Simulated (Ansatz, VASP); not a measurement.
## One calculation of Cl, two programs

```xyz
4
Lattice="2.9658 -1.9049 0.0000 2.9658 1.9049 0.0000 0.0000 0.0000 8.3519" Properties=species:S:1:pos:R:3 pbc="T T T"
Cl    2.9658   -1.4488    5.0736
Cl    2.9658    1.4488    3.2782
Cl    2.9658   -0.4561    0.8977
Cl    2.9658    0.4561    7.4542
```

Change from the starting cell: epitaxial_xy strain -5.1%.

Alike in both runs: task single point; functional PBE; k mesh 8 × 8 × 4; occupations fermi-dirac, width 0.02 eV; no spin polarisation.

|  | VASP | Ansatz |
| --- | --- | --- |
| version | VASP 6.6.1 | Ansatz 0.2.0 |
| potentials or method | VASP PAW PBE potentials, release 64 (Cl) | plane waves, PAW |
| plane-wave cutoff (eV) | 520 | 420 |
| valence electrons in the cell | 28 | 28 |

Ansatz gave:

```
gap on the k mesh at the Fermi level (eV)                     : 1.82
pressure (GPa)                                                : 3.6
traceless stress, the component that is largest in VASP (GPa) : -0.98
rms of the force components (eV/Å)                            : 0.130
```

**Question.** Which values does VASP return?

**Answer.** gap on the k mesh at the Fermi level (eV): 1.87; pressure (GPa): 3.1; traceless stress, the component that is largest in VASP (GPa): -1.51; rms of the force components (eV/Å): 0.023.

Atom by atom the forces differ by 0.110 eV/Å (rms over components). With one functional, cell and mesh, what is left measures potentials, basis and numerics.
